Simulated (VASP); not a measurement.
# SbPb3 (P-6m2) in VASP: single point with LDA

Aim: the single point of SbPb3 with LDA.

Program: VASP 6.6.1. These are calculated values, not measurements. Logs are shortened: lines on timing, memory, paths and dates and some standing lists are left out, and cuts for length are marked.

## (1) The cell of the first run

It takes space group P-6m2 (No. 187, hexagonal). Conventional cell: a = 3.461 Å, b = 3.461 Å, c = 11.754 Å, α = 90.00°, β = 90.00°, γ = 120.00°. Sb (site symmetry -6m2) has 6 Sb at 3.46 Å and 6 Pb at 3.51 Å within 4.5 Å. Pb (site symmetry -6m2) has 12 Pb at 3.46 to 3.59 Å within 4.5 Å. Within 4.5 Å of Pb (site symmetry 3m) lie 9 Pb at 3.46 to 3.59 Å and 3 Sb at 3.51 Å.

## (2) Single point, LDA

File INCAR:

```
SYSTEM = SbPb3
  PREC = Accurate
  ENCUT = 520
  EDIFF = 1E-6
  ISMEAR = 1
  SIGMA = 0.3
  LREAL = .FALSE.
  LASPH = .TRUE.
  NELM = 80
  ALGO = Normal
  ISIF = 2
  LWAVE = .FALSE.
  LCHARG = .FALSE.
  GGA = CA
  NBANDS = 32
```

File KPOINTS:

```
regular mesh
0
G
  8 8 2
  0 0 0
```

File POSCAR:

```
SbPb3
1.0
    3.4609500000      0.0000000000      0.0000000000
   -1.7304800000      2.9972700000      0.0000000000
    0.0000000000      0.0000000000     11.7542800000
Sb Pb
1 3
Direct
    0.0000000000      0.0000000000      0.5000000000
    0.0000000000      0.0000000000      0.0000000000
    0.6666666667      0.3333333333      0.7459500000
    0.6666666667      0.3333333333      0.2540500000
```

Potentials or basis: VASP PAW LDA potentials, release 64 (Sb, Pb_d).

Run with:

```sh
cat potpaw_LDA.64/Sb/POTCAR potpaw_LDA.64/Pb_d/POTCAR > POTCAR
mpirun -np 1 vasp_std > vasp.out
```

OUTCAR:

```text
SYSTEM = SbPb3
   PREC = Accurate
   ENCUT = 520
   EDIFF = 1E-6
   ISMEAR = 1
   LREAL = .FALSE.
   LASPH = .TRUE.
   NELM = 80
   ISIF = 2
   GGA = CA

 ion  position               nearest neighbor table
   1  0.000  0.000  0.500-   3 3.51   4 3.51   3 3.51   4 3.51   3 3.51   4 3.51
   2  0.000  0.000  0.000-   3 3.59   4 3.59   3 3.59   4 3.59   3 3.59   4 3.59
   3  0.667  0.333  0.746-   1 3.51   1 3.51   1 3.51   2 3.59   2 3.59   2 3.59
   4  0.667  0.333  0.254-   1 3.51   1 3.51   1 3.51   2 3.59   2 3.59   2 3.59

  LATTYP: Found a hexagonal cell.
 ALAT       =     3.4609500000
 C/A-ratio  =     3.3962582528

  Lattice vectors:

 A1 = (   3.4609500000,   0.0000000000,   0.0000000000)
 A2 = (  -1.7304800000,   2.9972700000,   0.0000000000)
 A3 = (   0.0000000000,   0.0000000000,  11.7542800000)

Analysis of symmetry for initial positions (statically):
=====================================================================
 Subroutine PRICEL returns:
 Original cell was already a primitive cell.

 Routine SETGRP: Setting up the symmetry group for a
 hexagonal supercell.

 Subroutine GETGRP returns: Found 12 space group operations
 (whereof 12 operations were pure point group operations)
 out of a pool of 24 trial point group operations.

The static configuration has the point symmetry D_3h.

Analysis of symmetry for dynamics (positions and initial velocities):
=====================================================================
 Subroutine PRICEL returns:
 Original cell was already a primitive cell.

 Routine SETGRP: Setting up the symmetry group for a
 hexagonal supercell.

 Subroutine GETGRP returns: Found 12 space group operations
 (whereof 12 operations were pure point group operations)
 out of a pool of 24 trial point group operations.

The dynamic configuration has the point symmetry D_3h.

 Subroutine INISYM returns: Found 12 space group operations
 (whereof 12 operations are pure point group operations),
 and found     1 'primitive' translations

----------------------------------------------------------------------------------------

                                     Primitive cell

  volume of cell :     121.9319

  direct lattice vectors                    reciprocal lattice vectors
     3.460950000  0.000000000  0.000000000     0.288938008  0.166818953  0.000000000
    -1.730480000  2.997270000  0.000000000     0.000000000  0.333636943  0.000000000
     0.000000000  0.000000000 11.754280000     0.000000000  0.000000000  0.085075394

  length of vectors
     3.460950000  3.460951962 11.754280000     0.333637132  0.333636943  0.085075394

  position of ions in fractional coordinates (direct lattice)
     0.000000000  0.000000000  0.500000000
     0.000000000  0.000000000  0.000000000
     0.666666667  0.333333333  0.745950000
     0.666666667  0.333333333  0.254050000

  ion indices of the primitive-cell ions
   primitive index   ion index
                 1           1
                 2           2
                 3           3
                 4           4

----------------------------------------------------------------------------------------

 KPOINTS: regular mesh

Automatic generation of k-mesh.
 Grid dimensions read from file:
 generate k-points for:    8    8    2

 Generating k-lattice:

  Cartesian coordinates                     Fractional coordinates (reciprocal lattice)
     0.036117251  0.020852369  0.000000000     0.125000000  0.000000000  0.000000000
     0.000000000  0.041704618  0.000000000     0.000000000  0.125000000  0.000000000
     0.000000000  0.000000000  0.042537697     0.000000000  0.000000000  0.500000000

  Length of vectors
     0.041704642  0.041704618  0.042537697

  Shift w.r.t. Gamma in fractional coordinates (k-lattice)
     0.000000000  0.000000000  0.000000000

 Subroutine IBZKPT returns following result:
 ===========================================

 Found     20 irreducible k-points:

 Following reciprocal coordinates:
            Coordinates               Weight
  0.000000  0.000000  0.000000      1.000000
  0.125000  0.000000  0.000000      6.000000
  0.250000  0.000000  0.000000      6.000000
  0.375000  0.000000  0.000000      6.000000
  0.500000  0.000000  0.000000      3.000000
  0.125000  0.125000  0.000000      6.000000
[... 12 lines left out ...]
  0.250000  0.250000  0.500000      6.000000
  0.375000  0.250000  0.500000      6.000000
   k-points           NKPTS =     20   k-points in BZ     NKDIM =     20   number of bands    NBANDS=     32
   number of dos      NEDOS =    301   number of ions     NIONS =      4
   total plane-waves  NPLWV =  70560
   dimension x,y,z NGX =    28 NGY =   28 NGZ =   90
   dimension x,y,z NGXF=    56 NGYF=   56 NGZF=  180
   ions per type =               1   3
   NGX,Y,Z   is equivalent  to a cutoff of  13.45, 13.45, 12.73 a.u.
   NGXF,Y,Z  is equivalent  to a cutoff of  26.90, 26.90, 25.46 a.u.
 SYSTEM =  SbPb3
   PREC   = accura    normal or accurate (medium, high low for compatibility)
   ISTART =      0    job   : 0-new  1-cont  2-samecut
   ICHARG =      2    charge: 1-file 2-atom 10-const
   ISPIN  =      1    spin polarized calculation?
   LNONCOLLINEAR =      F non collinear calculations
   LSORBIT =      F    spin-orbit coupling
   LASPH  =      T    aspherical Exc in radial PAW
   ENCUT  =  520.0 eV  38.22 Ry    6.18 a.u.   6.44  6.44 21.86*2*pi/ulx,y,z
   NELM   =     80;   NELMIN=  2; NELMDL= -5     # of ELM steps
   EDIFF  = 0.1E-05   stopping-criterion for ELM
   LREAL  =      F    real-space projection
   EDIFFG = 0.1E-04   stopping-criterion for IOM
   NSW    =      0    number of steps for IOM
   IBRION =     -1    ionic relax: 0-MD 1-quasi-New 2-CG
   NFREE  =      0    steps in history (QN), initial steepest desc. (CG)
   ISIF   =      2    stress and relaxation
   ISYM   =      2    0-nonsym 1-usesym 2-fastsym
   POTIM  = 0.5000    time-step for ionic-motion
   TEBEG  =    0.0;   TEEND  =   0.0 temperature during run
   PSTRESS=    0.0 pullay stress
   NELECT =      47.0000    total number of electrons
   NUPDOWN=      -1.0000    fix difference up-down
   EMIN   =  10.00;   EMAX   =-10.00  energy-range for DOS
   EFERMI =   0.00;   METHOD = LEGACY
   ISMEAR =     1;   SIGMA  =   0.30  broadening in eV -4-tet -1-fermi 0-gaus
   EFERMI_NEDOS =   21; number of points for ismear=-14 and -15
   IALGO  =     38    algorithm
   IMIX   =      4    mixing-type and parameters
     AMIX     =   0.40;   BMIX     =  1.00
     AMIX_MAG =   1.60;   BMIX_MAG =  1.00
  volume/ion in A,a.u.               =      30.48       205.71
  Fermi-wavevector in a.u.,A,eV,Ry     =   1.191430  2.251475 19.313530  1.419504
  Thomas-Fermi vector in A             =   2.327491
   LORBIT       =      0    0 simple, 1 ext, 2 COOP (PROOUT), +10 PAW based schemes
   GGA     = CA    functional components
   LHFCALC =     F    Hartree Fock is set to
   AEXX    =    0.0000 exact exchange contribution
   IVDW    =     0    specifies the selected vdW correction
   LEPSILON=     F    determine dielectric tensor
   LRPA    =     F    only Hartree local field effects (RPA)
 non-spin polarized calculation
 Methfessel and Paxton  Order N= 1 SIGMA  =   0.30
  energy-cutoff  :      520.00
  volume of cell :      121.93
 maximum number of plane-waves:      3312
 NGX is ok and might be reduce to    28
   NGX = 13   NGY = 13   NGZ = 43

 number of electron      46.9999997 magnetization

 Free energy of the ion-electron system (eV)
  ---------------------------------------------------
  ext. energy  EPLUGINS =         0.00000000
  ---------------------------------------------------
  free energy    TOTEN  =       -17.07901037 eV

  energy without entropy =      -17.03448407  energy(sigma->0) =      -17.06416827

 E-fermi :   6.8659     XC(G=0): -10.2820

 val. band max:        6.8220719506   @ k =   0.3750   0.0000   0.5000
 cond. band min:       6.8871250649   @ k =   0.2500   0.2500   0.0000
 fundamental gap:      0.0650531143
 Fermi energy:         6.8659014236

 k-point     1 :       0.0000    0.0000    0.0000
  band No.  band energies     occupation
      1     -10.1614      2.00000
      2     -10.1558      2.00000
      3     -10.1014      2.00000
      4     -10.1014      2.00000
      5     -10.0974      2.00000
      6     -10.0974      2.00000
[... 24 lines left out ...]
     31      14.1803      0.00000
     32      15.0394      0.00000

 k-point     2 :       0.1250    0.0000    0.0000
  band No.  band energies     occupation
      1     -10.1472      2.00000
      2     -10.1423      2.00000
      3     -10.1036      2.00000
      4     -10.1001      2.00000
      5     -10.0849      2.00000
      6     -10.0634      2.00000
[... 24 lines left out ...]
     31      14.0868      0.00000
     32      14.7952      0.00000

 k-point     3 :       0.2500    0.0000    0.0000
  band No.  band energies     occupation
      1     -10.1778      2.00000
      2     -10.1662      2.00000
      3     -10.1110      2.00000
      4     -10.0680      2.00000
      5     -10.0615      2.00000
      6     -10.0261      2.00000
[... 24 lines left out ...]
     31      13.2067      0.00000
     32      13.3648      0.00000

 k-point     4 :       0.3750    0.0000    0.0000
  band No.  band energies     occupation
      1     -10.2191      2.00000
      2     -10.2005      2.00000
      3     -10.1399      2.00000
      4     -10.1084      2.00000
      5     -10.0993      2.00000
      6     -10.0333      2.00000
[... 514 lines left out ...]
     31      10.3938     -0.00000
     32      14.0457      0.00000

 k-point    19 :       0.2500    0.2500    0.5000
  band No.  band energies     occupation
      1     -10.1092      2.00000
      2     -10.1059      2.00000
      3     -10.0849      2.00000
      4     -10.0780      2.00000
      5     -10.0681      2.00000
      6     -10.0552      2.00000
[... 24 lines left out ...]
     31      10.9752     -0.00000
     32      13.4855      0.00000

 k-point    20 :       0.3750    0.2500    0.5000
  band No.  band energies     occupation
      1     -10.1166      2.00000
      2     -10.1056      2.00000
      3     -10.0789      2.00000
      4     -10.0707      2.00000
      5     -10.0490      2.00000
      6     -10.0342      2.00000
[... 24 lines left out ...]
     31       9.9648     -0.00000
     32      12.8439     -0.00000

------------------------ aborting loop because EDIFF is reached ----------------------------------------

  FORCE on cell =-STRESS in cart. coord.  units (eV):
  Direction    XX          YY          ZZ          XY          YZ          ZX
  --------------------------------------------------------------------------------------
  -------------------------------------------------------------------------------------
  Total       -2.4584748     -2.4584737     -2.9193694      0.0000041      0.0000000      0.0000000
  in kB      -32.3042092    -32.3041958    -38.3603372      0.0000539      0.0000000      0.0000000
  external PRESSURE =     -34.3229140 kB  Pullay stress =       0.0000000 kB

 VOLUME and BASIS-vectors are now :
 -----------------------------------------------------------------------------
  energy-cutoff  :      520.00
  volume of cell :      121.93
      direct lattice vectors                 reciprocal lattice vectors
     3.460950000  0.000000000  0.000000000     0.288938008  0.166818953  0.000000000
    -1.730480000  2.997270000  0.000000000     0.000000000  0.333636943  0.000000000
     0.000000000  0.000000000 11.754280000     0.000000000  0.000000000  0.085075394

 POSITION                                       TOTAL-FORCE (eV/Angst)
 -----------------------------------------------------------------------------------
      0.00000      0.00000      5.87714         0.000000     -0.000000      0.000000
      0.00000      0.00000      0.00000         0.000000     -0.000000      0.000000
      1.73047      0.99909      8.76811        -0.000000      0.000000     -0.055646
      1.73047      0.99909      2.98617        -0.000000      0.000000      0.055646
 -----------------------------------------------------------------------------------
    total drift:                                0.000009     -0.000001      0.000000

  FREE ENERGIE OF THE ION-ELECTRON SYSTEM (eV)
  ---------------------------------------------------
  free  energy   TOTEN  =       -17.0790103694 eV

  energy  without entropy=      -17.0344840679  energy(sigma->0) =      -17.06416827
```

It took 75 s on 1 thread of Intel Xeon Platinum 8259CL at 2.50GHz (Skylake/Cascade Lake), shared host; peak memory 0.24 GiB.

Results:

```
Free energy   : -17.0790 eV
Pressure      : -3.4 GPa
Largest force : 0.056 eV/Å
```

Forces in eV/Å, atoms in the order of the input:
```
Sb   0.000  0.000  0.000
Pb   0.000  0.000  0.000
Pb   0.000  0.000 -0.056
Pb   0.000  0.000  0.056
```

Stress tensor (GPa, compression positive):
```
-3.23  0.00  0.00
 0.00 -3.23  0.00
 0.00  0.00 -3.84
```

Caveat: spin-orbit coupling is left out, which moves the levels of the heavy elements.
